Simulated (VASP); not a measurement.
# ZnS (P1) in VASP: single point with PBE

Aim: the single point of ZnS with PBE.

Everything below comes from runs of VASP 6.6.1. Logs are shortened: lines on timing, memory, paths and dates and some standing lists are left out, and cuts for length are marked.

## (1) The cell of the first run

The typed cell holds 4 atoms: a = 3.811 Å, b = 3.778 Å, c = 6.235 Å, α = 89.57°, β = 88.85°, γ = 119.13°.

## (2) Single point, PBE (equal xy, yz and zx shear strains of +2 %)

File INCAR:

```
PREC = Accurate ; ENCUT = 520
EDIFF = 1E-6 ; ISMEAR = -1
SIGMA = 0.03 ; LREAL = False
LASPH = True ; NELM = 100
ALGO = Normal ; ISIF = 2
LWAVE = False ; LCHARG = False
GGA = PE ; NBANDS = 26
```

File KPOINTS:

```
Automatic mesh
0
Gamma
  8 8 5
```

File POSCAR:

```
ZnS
1.0
    3.8109987816      0.0381099878      0.0381099878
   -1.8724951732      3.2813667647      0.0139492237
    0.0623400000      0.0623400000      6.2340000000
Zn S
2 2
Direct
    0.3333333333      0.6666666667      0.0000000000
    0.6666666667      0.3333333333      0.5000000000
    0.3333333333      0.6666666667      0.3850000000
    0.6666666667      0.3333333333      0.8850000000
```

Potentials or basis: VASP PAW PBE potentials, release 64 (Zn, S).

Run with:

```bash
$ cat potpaw_PBE.64/Zn/POTCAR potpaw_PBE.64/S/POTCAR > POTCAR
$ mpirun -np 1 vasp_std > vasp.out
```

OUTCAR:

```text
PREC = Accurate
   ENCUT = 520
   EDIFF = 1E-6
   ISMEAR = -1
   LREAL = False
   LASPH = True
   NELM = 100
   ISIF = 2
   GGA = PE

 ion  position               nearest neighbor table
   1  0.333  0.667  0.000-   4 2.29   4 2.30   4 2.35   3 2.40
   2  0.667  0.333  0.500-   3 2.30   3 2.31   3 2.33   4 2.40
   3  0.333  0.667  0.385-   2 2.30   2 2.31   2 2.33   1 2.40
   4  0.667  0.333  0.885-   1 2.29   1 2.30   1 2.35   2 2.40

  LATTYP: Found a triclinic cell.
 ALAT       =     3.8444027250
 B/A-ratio  =     0.9827452114
 C/A-ratio  =     1.6217404406
 COS(alpha) =     0.0074204947
 COS(beta)  =     0.0272158149
 COS(gamma) =     0.5000757388

  Lattice vectors:

 A1 = (   1.9385036084,   3.3194767525,   0.0520592115)
 A2 = (  -1.8724951732,   3.2813667647,   0.0139492237)
 A3 = (   0.0623400000,   0.0623400000,   6.2340000000)

Analysis of symmetry for initial positions (statically):
=====================================================================
 Subroutine PRICEL returns:
 Original cell was already a primitive cell.

 Routine SETGRP: Setting up the symmetry group for a
 triclinic supercell.

 Subroutine GETGRP returns: Found  1 space group operations
 (whereof  1 operations were pure point group operations)
 out of a pool of  2 trial point group operations.

The static configuration has the point symmetry C_1 .

Analysis of symmetry for dynamics (positions and initial velocities):
=====================================================================
 Subroutine PRICEL returns:
 Original cell was already a primitive cell.

 Routine SETGRP: Setting up the symmetry group for a
 triclinic supercell.

 Subroutine GETGRP returns: Found  1 space group operations
 (whereof  1 operations were pure point group operations)
 out of a pool of  2 trial point group operations.

The dynamic configuration has the point symmetry C_1 .

 Subroutine INISYM returns: Found  1 space group operations
 (whereof  1 operations are pure point group operations),
 and found     1 'primitive' translations

----------------------------------------------------------------------------------------

                                     Primitive cell

  volume of cell :      78.3873

  direct lattice vectors                    reciprocal lattice vectors
     3.810998782  0.038109988  0.038109988     0.260950120  0.148927276 -0.004098774
    -1.872495173  3.281366765  0.013949224    -0.003000511  0.303051589 -0.003000511
     0.062340000  0.062340000  6.234000000    -0.001588539 -0.001588539  0.160442422

  length of vectors
     3.811379862  3.778068369  6.234623369     0.300484772  0.303081296  0.160458149

  position of ions in fractional coordinates (direct lattice)
     0.333333333  0.666666667  1.000000000
     0.666666667  0.333333333  0.500000000
     0.333333333  0.666666667  0.385000000
     0.666666667  0.333333333  0.885000000

  ion indices of the primitive-cell ions
   primitive index   ion index
                 1           1
                 2           2
                 3           3
                 4           4

----------------------------------------------------------------------------------------

 KPOINTS: Automatic mesh

Automatic generation of k-mesh.
 Grid dimensions read from file:
 generate k-points for:    8    8    5

 Generating k-lattice:

  Cartesian coordinates                     Fractional coordinates (reciprocal lattice)
     0.032618765  0.018615910 -0.000512347     0.125000000  0.000000000  0.000000000
    -0.000375064  0.037881449 -0.000375064    -0.000000000  0.125000000  0.000000000
    -0.000317708 -0.000317708  0.032088484     0.000000000 -0.000000000  0.200000000

  Length of vectors
     0.037560597  0.037885162  0.032091630

  Shift w.r.t. Gamma in fractional coordinates (k-lattice)
     0.000000000  0.000000000  0.000000000

 Subroutine IBZKPT returns following result:
 ===========================================

 Found    162 irreducible k-points:

 Following reciprocal coordinates:
            Coordinates               Weight
  0.000000  0.000000  0.000000      1.000000
  0.125000  0.000000 -0.000000      2.000000
  0.250000  0.000000 -0.000000      2.000000
  0.375000  0.000000  0.000000      2.000000
  0.500000  0.000000 -0.000000      1.000000
 -0.000000  0.125000  0.000000      2.000000
[... 16 lines left out ...]
  0.125000  0.375000  0.000000      2.000000
  0.250000  0.375000  0.000000      2.000000
 [... further k-points ...]
   k-points           NKPTS =    162   k-points in BZ     NKDIM =    162   number of bands    NBANDS=     26
   number of dos      NEDOS =    301   number of ions     NIONS =      4
   total plane-waves  NPLWV =  37632
   dimension x,y,z NGX =    28 NGY =   28 NGZ =   48
   dimension x,y,z NGXF=    56 NGYF=   56 NGZF=   96
   ions per type =               2   2
   NGX,Y,Z   is equivalent  to a cutoff of  12.21, 12.32, 12.80 a.u.
   NGXF,Y,Z  is equivalent  to a cutoff of  24.43, 24.64, 25.60 a.u.
 SYSTEM =  unknown system
   PREC   = accura    normal or accurate (medium, high low for compatibility)
   ISTART =      0    job   : 0-new  1-cont  2-samecut
   ICHARG =      2    charge: 1-file 2-atom 10-const
   ISPIN  =      1    spin polarized calculation?
   LNONCOLLINEAR =      F non collinear calculations
   LSORBIT =      F    spin-orbit coupling
   LASPH  =      T    aspherical Exc in radial PAW
   ENCUT  =  520.0 eV  38.22 Ry    6.18 a.u.   7.09  7.02 11.59*2*pi/ulx,y,z
   NELM   =    100;   NELMIN=  2; NELMDL= -5     # of ELM steps
   EDIFF  = 0.1E-05   stopping-criterion for ELM
   LREAL  =      F    real-space projection
   EDIFFG = 0.1E-04   stopping-criterion for IOM
   NSW    =      0    number of steps for IOM
   IBRION =     -1    ionic relax: 0-MD 1-quasi-New 2-CG
   NFREE  =      0    steps in history (QN), initial steepest desc. (CG)
   ISIF   =      2    stress and relaxation
   ISYM   =      2    0-nonsym 1-usesym 2-fastsym
   POTIM  = 0.5000    time-step for ionic-motion
   TEBEG  =    0.0;   TEEND  =   0.0 temperature during run
   PSTRESS=    0.0 pullay stress
   NELECT =      36.0000    total number of electrons
   NUPDOWN=      -1.0000    fix difference up-down
   EMIN   =  10.00;   EMAX   =-10.00  energy-range for DOS
   EFERMI =   0.00;   METHOD = LEGACY
   ISMEAR =    -1;   SIGMA  =   0.03  broadening in eV -4-tet -1-fermi 0-gaus
   EFERMI_NEDOS =   21; number of points for ismear=-14 and -15
   IALGO  =     38    algorithm
   IMIX   =      4    mixing-type and parameters
     AMIX     =   0.40;   BMIX     =  1.00
     AMIX_MAG =   1.60;   BMIX_MAG =  1.00
  volume/ion in A,a.u.               =      19.60       132.25
  Fermi-wavevector in a.u.,A,eV,Ry     =   1.263069  2.386855 21.705968  1.595344
  Thomas-Fermi vector in A             =   2.396445
   LORBIT       =      0    0 simple, 1 ext, 2 COOP (PROOUT), +10 PAW based schemes
   GGA     = PE    functional components
   LHFCALC =     F    Hartree Fock is set to
   AEXX    =    0.0000 exact exchange contribution
   IVDW    =     0    specifies the selected vdW correction
   LEPSILON=     F    determine dielectric tensor
   LRPA    =     F    only Hartree local field effects (RPA)
 non-spin polarized calculation
  energy-cutoff  :      520.00
  volume of cell :       78.39
 maximum number of plane-waves:      2128
   NGX = 15   NGY = 15   NGZ = 23

 number of electron      35.9999975 magnetization

 Free energy of the ion-electron system (eV)
  ---------------------------------------------------
  ext. energy  EPLUGINS =         0.00000000
  ---------------------------------------------------
  free energy    TOTEN  =       -13.64067900 eV

  energy without entropy =      -13.64067900  energy(sigma->0) =      -13.64067900

 E-fermi :   2.7997     XC(G=0):  -9.6531

 val. band max:        2.1998951287   @ k =   0.0000   0.0000   0.0000
 cond. band min:       4.4115634736   @ k =   0.0000   0.0000   0.0000
 fundamental gap:      2.2116683449
 Fermi energy:         2.7996664312

 k-point     1 :       0.0000    0.0000    0.0000
  band No.  band energies     occupation
      1     -11.0304      2.00000
      2     -10.1058      2.00000
      3      -4.2107      2.00000
      4      -4.2047      2.00000
      5      -4.1472      2.00000
      6      -4.1399      2.00000
[... 18 lines left out ...]
     25       9.9055      0.00000
     26      11.4823      0.00000

 k-point     2 :       0.1250    0.0000   -0.0000
  band No.  band energies     occupation
      1     -10.9266      2.00000
      2     -10.0468      2.00000
      3      -4.2133      2.00000
      4      -4.1863      2.00000
      5      -4.1404      2.00000
      6      -4.1101      2.00000
[... 18 lines left out ...]
     25      10.3573      0.00000
     26      10.7850      0.00000

 k-point     3 :       0.2500    0.0000   -0.0000
  band No.  band energies     occupation
      1     -10.6485      2.00000
      2      -9.9090      2.00000
      3      -4.2145      2.00000
      4      -4.1328      2.00000
      5      -4.1188      2.00000
      6      -4.0310      2.00000
[... 18 lines left out ...]
     25      10.5391      0.00000
     26      11.0953      0.00000

 k-point     4 :       0.3750    0.0000    0.0000
  band No.  band energies     occupation
      1     -10.3061      2.00000
      2      -9.7972      2.00000
      3      -4.1872      2.00000
      4      -4.0895      2.00000
      5      -4.0547      2.00000
      6      -3.9484      2.00000
[... 18 lines left out ...]
     25      10.9865      0.00000
     26      12.3411      0.00000
[... 496 lines left out ...]
      1     -10.2860      2.00000
      2      -9.7861      2.00000
      3      -4.1867      2.00000
      4      -4.0829      2.00000
      5      -4.0464      2.00000
      6      -3.9401      2.00000
[... 18 lines left out ...]
     25      10.9919      0.00000
     26      12.4052      0.00000

 k-point    23 :       0.1250    0.3750    0.0000
  band No.  band energies     occupation
      1     -10.1077      2.00000
      2      -9.7675      2.00000
      3      -4.1510      2.00000
      4      -4.0673      2.00000
      5      -3.9354      2.00000
      6      -3.9109      2.00000
[... 18 lines left out ...]
     25      11.3093      0.00000
     26      12.4990      0.00000

 k-point    24 :       0.2500    0.3750    0.0000
  band No.  band energies     occupation
      1      -9.9340      2.00000
      2      -9.7934      2.00000
      3      -4.1360      2.00000
      4      -4.0005      2.00000
      5      -3.9163      2.00000
      6      -3.8627      2.00000
[... 18 lines left out ...]
     25      11.8163      0.00000
     26      12.0720      0.00000

 [... further k-points ...]
[... 5 lines left out ...]
  --------------------------------------------------------------------------------------
  -------------------------------------------------------------------------------------
  Total        1.6068357      1.5998587      0.5769418     -0.5791647     -0.3521007     -0.3526753
  in kB       32.8425169     32.6999132     11.7922588    -11.8376928     -7.1966746     -7.2084182
  external PRESSURE =      25.7782296 kB  Pullay stress =       0.0000000 kB

 VOLUME and BASIS-vectors are now :
 -----------------------------------------------------------------------------
  energy-cutoff  :      520.00
  volume of cell :       78.39
      direct lattice vectors                 reciprocal lattice vectors
     3.810998782  0.038109988  0.038109988     0.260950120  0.148927276 -0.004098774
    -1.872495173  3.281366765  0.013949224    -0.003000511  0.303051589 -0.003000511
     0.062340000  0.062340000  6.234000000    -0.001588539 -0.001588539  0.160442422

 POSITION                                       TOTAL-FORCE (eV/Angst)
 -----------------------------------------------------------------------------------
      0.02200      2.20028      0.02200        -0.186701     -0.069575      0.330077
      1.94767      1.15037      3.14706         0.038862     -0.077362      0.323166
      0.04600      2.22428      2.42209        -0.066412      0.077492     -0.321145
      1.97167      1.17437      5.54715         0.214250      0.069445     -0.332098
 -----------------------------------------------------------------------------------
    total drift:                               -0.000039     -0.000156      0.000558

  FREE ENERGIE OF THE ION-ELECTRON SYSTEM (eV)
  ---------------------------------------------------
  free  energy   TOTEN  =       -13.6406789971 eV

  energy  without entropy=      -13.6406789971  energy(sigma->0) =      -13.64067900
```

It took 5 min on 1 thread of Oxide Virtual Turin-like, shared host; peak memory 0.35 GiB.

What came out:

| Property | Result |
| --- | --- |
| Free energy | -13.6407 eV |
| Pressure | 2.6 GPa |
| Largest force | 0.401 eV/Å |
| Band gap on the k mesh | 2.21 eV, direct |

Forces on the atoms (eV/Å):
```
Zn  -0.187 -0.070  0.330
Zn   0.039 -0.077  0.323
S   -0.066  0.077 -0.321
S    0.214  0.069 -0.332
```

Caveat: the cell differs from its parent crystal (equal xy, yz and zx shear strains of +2 %).
